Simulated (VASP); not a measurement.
# Sr2Cl (I4/mmm) in VASP: single point with PBE

Aim: the single point of Sr2Cl with PBE.

All numbers are computed with VASP 6.6.1; they aren't measurements. Logs are shortened: lines on timing, memory, paths and dates and some standing lists are left out, and cuts for length are marked.

### Step 1. The cell of the first run

Symmetry: I4/mmm, No. 139, tetragonal system. Conventional cell: a = 3.893 Å, b = 3.893 Å, c = 14.956 Å, α = 90.00°, β = 90.00°, γ = 90.00°. Within 4.6 Å of Sr (site symmetry 4mm) lie 4 Cl at 3.52 Å and 9 Sr at 3.89 to 4.38 Å. Cl (site symmetry 4/mmm) has 8 Sr at 3.52 Å and 4 Cl at 3.89 Å within 4.6 Å.

### Step 2. Single point, PBE

Input file INCAR:

```
SYSTEM = Sr2Cl
PREC = Accurate
ENCUT = 520
EDIFF = 1E-7
ISMEAR = 0
SIGMA = 0.1
LREAL = .FALSE.
LASPH = .TRUE.
NELM = 80
ALGO = Normal
ISIF = 2
LWAVE = .FALSE.
LCHARG = .FALSE.
GGA = PE
NBANDS = 20
```

Input file KPOINTS:

```
Automatic mesh
0
G
  6 6 6
  0 0 0
```

Input file POSCAR:

```
Sr2Cl
1.0
   -1.9465502281      1.9465502281      7.4779908430
    1.9465502281     -1.9465502281      7.4779908430
    1.9465502281      1.9465502281     -7.4779908430
Sr Cl
2 1
Direct
    0.6463993085      0.6463993085      0.0000000000
    0.3536006915      0.3536006915      0.0000000000
    0.0000000000      0.0000000000      0.0000000000
```

Potentials or basis: VASP PAW PBE potentials, release 64 (Sr_sv, Cl).

Run with:

```
$ cat potpaw_PBE.64/Sr_sv/POTCAR potpaw_PBE.64/Cl/POTCAR > POTCAR
$ mpirun -np 1 vasp_std > vasp.out
```

OUTCAR:

```text
SYSTEM = Sr2Cl
   PREC = Accurate
   ENCUT = 520
   EDIFF = 1E-7
   ISMEAR = 0
   LREAL = .FALSE.
   LASPH = .TRUE.
   NELM = 80
   ISIF = 2
   GGA = PE

 ion  position               nearest neighbor table
   1  0.646  0.646  0.000-   3 3.52   3 3.52   3 3.52   3 3.52   2 4.15   2 4.15   2 4.15   2 4.15
                             2 4.38
   2  0.354  0.354  0.000-   3 3.52   3 3.52   3 3.52   3 3.52   1 4.15   1 4.15   1 4.15   1 4.15
                             1 4.38
   3  0.000  0.000  0.000-   1 3.52   1 3.52   1 3.52   2 3.52   1 3.52   2 3.52   2 3.52   2 3.52

  LATTYP: Found a body centered tetragonal cell.
 ALAT       =     3.8931004562
 C/A-ratio  =     3.8416634388

  Lattice vectors:

 A1 = (  -1.9465502281,   1.9465502281,   7.4779908430)
 A2 = (   1.9465502281,  -1.9465502281,   7.4779908430)
 A3 = (   1.9465502281,   1.9465502281,  -7.4779908430)

Analysis of symmetry for initial positions (statically):
=====================================================================
 Subroutine PRICEL returns:
 Original cell was already a primitive cell.

 Routine SETGRP: Setting up the symmetry group for a
 body centered tetragonal supercell.

 Subroutine GETGRP returns: Found 16 space group operations
 (whereof 16 operations were pure point group operations)
 out of a pool of 16 trial point group operations.

The static configuration has the point symmetry D_4h.

Analysis of symmetry for dynamics (positions and initial velocities):
=====================================================================
 Subroutine PRICEL returns:
 Original cell was already a primitive cell.

 Routine SETGRP: Setting up the symmetry group for a
 body centered tetragonal supercell.

 Subroutine GETGRP returns: Found 16 space group operations
 (whereof 16 operations were pure point group operations)
 out of a pool of 16 trial point group operations.

The dynamic configuration has the point symmetry D_4h.

 Subroutine INISYM returns: Found 16 space group operations
 (whereof 16 operations are pure point group operations),
 and found     1 'primitive' translations

----------------------------------------------------------------------------------------

                                     Primitive cell

  volume of cell :     113.3382

  direct lattice vectors                    reciprocal lattice vectors
    -1.946550228  1.946550228  7.477990843     0.000000000  0.256864679  0.066862879
     1.946550228 -1.946550228  7.477990843     0.256864679  0.000000000  0.066862879
     1.946550228  1.946550228 -7.477990843     0.256864679  0.256864679  0.000000000

  length of vectors
     7.968592261  7.968592261  7.968592261     0.265424392  0.265424392  0.363261513

  position of ions in fractional coordinates (direct lattice)
     0.646399309  0.646399309  0.000000000
     0.353600691  0.353600691  0.000000000
     0.000000000  0.000000000  0.000000000

  ion indices of the primitive-cell ions
   primitive index   ion index
                 1           1
                 2           2
                 3           3

----------------------------------------------------------------------------------------

 KPOINTS: Automatic mesh

Automatic generation of k-mesh.
 Grid dimensions read from file:
 generate k-points for:    6    6    6

 Generating k-lattice:

  Cartesian coordinates                     Fractional coordinates (reciprocal lattice)
     0.000000000  0.042810780  0.011143813     0.166666667  0.000000000 -0.000000000
     0.042810780  0.000000000  0.011143813     0.000000000  0.166666667 -0.000000000
     0.042810780  0.042810780  0.000000000     0.000000000  0.000000000  0.166666667

  Length of vectors
     0.044237399  0.044237399  0.060543586

  Shift w.r.t. Gamma in fractional coordinates (k-lattice)
     0.000000000  0.000000000  0.000000000

 Subroutine IBZKPT returns following result:
 ===========================================

 Found     30 irreducible k-points:

 Following reciprocal coordinates:
            Coordinates               Weight
  0.000000  0.000000  0.000000      1.000000
  0.166667  0.000000 -0.000000      8.000000
  0.333333 -0.000000  0.000000      8.000000
  0.500000  0.000000  0.000000      4.000000
  0.166667  0.166667  0.000000      8.000000
  0.333333  0.166667  0.000000     16.000000
[... 16 lines left out ...]
 -0.333333 -0.333333  0.166667      8.000000
 -0.166667 -0.333333  0.166667      8.000000
 [... further k-points ...]
   k-points           NKPTS =     30   k-points in BZ     NKDIM =     30   number of bands    NBANDS=     20
   number of dos      NEDOS =    301   number of ions     NIONS =      3
   total plane-waves  NPLWV = 216000
   dimension x,y,z NGX =    60 NGY =   60 NGZ =   60
   dimension x,y,z NGXF=   120 NGYF=  120 NGZF=  120
   ions per type =               2   1
   NGX,Y,Z   is equivalent  to a cutoff of  12.52, 12.52, 12.52 a.u.
   NGXF,Y,Z  is equivalent  to a cutoff of  25.04, 25.04, 25.04 a.u.
 SYSTEM =  Sr2Cl
   PREC   = accura    normal or accurate (medium, high low for compatibility)
   ISTART =      0    job   : 0-new  1-cont  2-samecut
   ICHARG =      2    charge: 1-file 2-atom 10-const
   ISPIN  =      1    spin polarized calculation?
   LNONCOLLINEAR =      F non collinear calculations
   LSORBIT =      F    spin-orbit coupling
   LASPH  =      T    aspherical Exc in radial PAW
   ENCUT  =  520.0 eV  38.22 Ry    6.18 a.u.  14.82 14.82 14.82*2*pi/ulx,y,z
   NELM   =     80;   NELMIN=  2; NELMDL= -5     # of ELM steps
   EDIFF  = 0.1E-06   stopping-criterion for ELM
   LREAL  =      F    real-space projection
   EDIFFG = 0.1E-05   stopping-criterion for IOM
   NSW    =      0    number of steps for IOM
   IBRION =     -1    ionic relax: 0-MD 1-quasi-New 2-CG
   NFREE  =      0    steps in history (QN), initial steepest desc. (CG)
   ISIF   =      2    stress and relaxation
   ISYM   =      2    0-nonsym 1-usesym 2-fastsym
   POTIM  = 0.5000    time-step for ionic-motion
   TEBEG  =    0.0;   TEEND  =   0.0 temperature during run
   PSTRESS=    0.0 pullay stress
   NELECT =      27.0000    total number of electrons
   NUPDOWN=      -1.0000    fix difference up-down
   EMIN   =  10.00;   EMAX   =-10.00  energy-range for DOS
   EFERMI =   0.00;   METHOD = LEGACY
   ISMEAR =     0;   SIGMA  =   0.10  broadening in eV -4-tet -1-fermi 0-gaus
   EFERMI_NEDOS =   21; number of points for ismear=-14 and -15
   IALGO  =     38    algorithm
   IMIX   =      4    mixing-type and parameters
     AMIX     =   0.40;   BMIX     =  1.00
     AMIX_MAG =   1.60;   BMIX_MAG =  1.00
  volume/ion in A,a.u.               =      37.78       254.95
  Fermi-wavevector in a.u.,A,eV,Ry     =   1.014855  1.917798 14.013060  1.029931
  Thomas-Fermi vector in A             =   2.148107
   LORBIT       =      0    0 simple, 1 ext, 2 COOP (PROOUT), +10 PAW based schemes
   GGA     = PE    functional components
   LHFCALC =     F    Hartree Fock is set to
   AEXX    =    0.0000 exact exchange contribution
   IVDW    =     0    specifies the selected vdW correction
   LEPSILON=     F    determine dielectric tensor
   LRPA    =     F    only Hartree local field effects (RPA)
 non-spin polarized calculation
 Gauss-broadening in eV      SIGMA  =   0.10
  energy-cutoff  :      520.00
  volume of cell :      113.34
 maximum number of plane-waves:      3092
   NGX = 29   NGY = 29   NGZ = 29

 number of electron      27.0000000 magnetization

 Free energy of the ion-electron system (eV)
  ---------------------------------------------------
  ext. energy  EPLUGINS =         0.00000000
  ---------------------------------------------------
  free energy    TOTEN  =        -7.98545188 eV

  energy without entropy =       -7.97323996  energy(sigma->0) =       -7.97934592

 E-fermi :   3.2648     XC(G=0):  -8.0683

 val. band max:        3.2600717485   @ k =   0.5000   0.3333   0.0000
 cond. band min:       3.4016275788   @ k =   0.1667   0.1667   0.0000
 fundamental gap:      0.1415558304
 Fermi energy:         3.2648121549

 k-point     1 :       0.0000    0.0000    0.0000
  band No.  band energies     occupation
      1     -33.6207      2.00000
      2     -33.6057      2.00000
      3     -15.7534      2.00000
      4     -15.5226      2.00000
      5     -15.5063      2.00000
      6     -15.5063      2.00000
[... 12 lines left out ...]
     19       6.3667      0.00000
     20       6.3667      0.00000

 k-point     2 :       0.1667    0.0000   -0.0000
  band No.  band energies     occupation
      1     -33.6157      2.00000
      2     -33.6028      2.00000
      3     -15.7226      2.00000
      4     -15.5845      2.00000
      5     -15.5525      2.00000
      6     -15.5140      2.00000
[... 12 lines left out ...]
     19       6.0182      0.00000
     20       6.4384      0.00000

 k-point     3 :       0.3333   -0.0000    0.0000
  band No.  band energies     occupation
      1     -33.6051      2.00000
      2     -33.5975      2.00000
      3     -15.7250      2.00000
      4     -15.7055      2.00000
      5     -15.6340      2.00000
      6     -15.5294      2.00000
[... 12 lines left out ...]
     19       6.1461      0.00000
     20       6.2879      0.00000

 k-point     4 :       0.5000    0.0000    0.0000
  band No.  band energies     occupation
      1     -33.5982      2.00000
      2     -33.5964      2.00000
      3     -15.7966      2.00000
      4     -15.7603      2.00000
      5     -15.5902      2.00000
      6     -15.5507      2.00000
[... 429 lines left out ...]
 k-point    23 :      -0.3333   -0.3333    0.1667
  band No.  band energies     occupation
      1     -33.6098      2.00000
      2     -33.6008      2.00000
      3     -15.6711      2.00000
      4     -15.6152      2.00000
      5     -15.5697      2.00000
      6     -15.5399      2.00000
[... 12 lines left out ...]
     19       5.7671      0.00000
     20       6.0720      0.00000

 k-point    24 :      -0.1667   -0.3333    0.1667
  band No.  band energies     occupation
      1     -33.6150      2.00000
      2     -33.6035      2.00000
      3     -15.7023      2.00000
      4     -15.6021      2.00000
      5     -15.5440      2.00000
      6     -15.5271      2.00000
[... 12 lines left out ...]
     19       6.1574      0.00000
     20       6.3467      0.00000

 [... further k-points ...]

------------------------ aborting loop because EDIFF is reached ----------------------------------------

  FORCE on cell =-STRESS in cart. coord.  units (eV):
  Direction    XX          YY          ZZ          XY          YZ          ZX
  --------------------------------------------------------------------------------------
  -------------------------------------------------------------------------------------
  Total       -0.0064591     -0.0064591      0.1673788      0.0000000     -0.0000000      0.0000000
  in kB       -0.0913070     -0.0913070      2.3661096      0.0000000     -0.0000000      0.0000000
  external PRESSURE =       0.7278318 kB  Pullay stress =       0.0000000 kB

 VOLUME and BASIS-vectors are now :
 -----------------------------------------------------------------------------
  energy-cutoff  :      520.00
  volume of cell :      113.34
      direct lattice vectors                 reciprocal lattice vectors
    -1.946550228  1.946550228  7.477990843     0.000000000  0.256864679  0.066862879
     1.946550228 -1.946550228  7.477990843     0.256864679  0.000000000  0.066862879
     1.946550228  1.946550228 -7.477990843     0.256864679  0.256864679  0.000000000

 POSITION                                       TOTAL-FORCE (eV/Angst)
 -----------------------------------------------------------------------------------
      0.00000      0.00000      9.66754         0.000000      0.000000      0.002895
      0.00000      0.00000      5.28845        -0.000000     -0.000000     -0.002895
      0.00000      0.00000      0.00000         0.000000      0.000000     -0.000000
 -----------------------------------------------------------------------------------
    total drift:                               -0.000000     -0.000000      0.000000

  FREE ENERGIE OF THE ION-ELECTRON SYSTEM (eV)
  ---------------------------------------------------
  free  energy   TOTEN  =        -7.9854518786 eV

  energy  without entropy=       -7.9732399555  energy(sigma->0) =       -7.97934592
```

It took 2.8 min on 1 thread of Intel Xeon Platinum 8488C (Sapphire Rapids), shared host; peak memory 0.49 GiB.

Results:

```
Free energy : -7.9855 eV
Pressure    : 0.1 GPa
```

Forces on the atoms (eV/Å):
```
Sr   0.000  0.000  0.003
Sr   0.000  0.000 -0.003
Cl   0.000  0.000  0.000
```

Caveat: the k points lie up to 0.38 Å⁻¹ apart; an odd number of electrons without spin polarisation forces a metal; a magnetic or distorted state may lie lower.
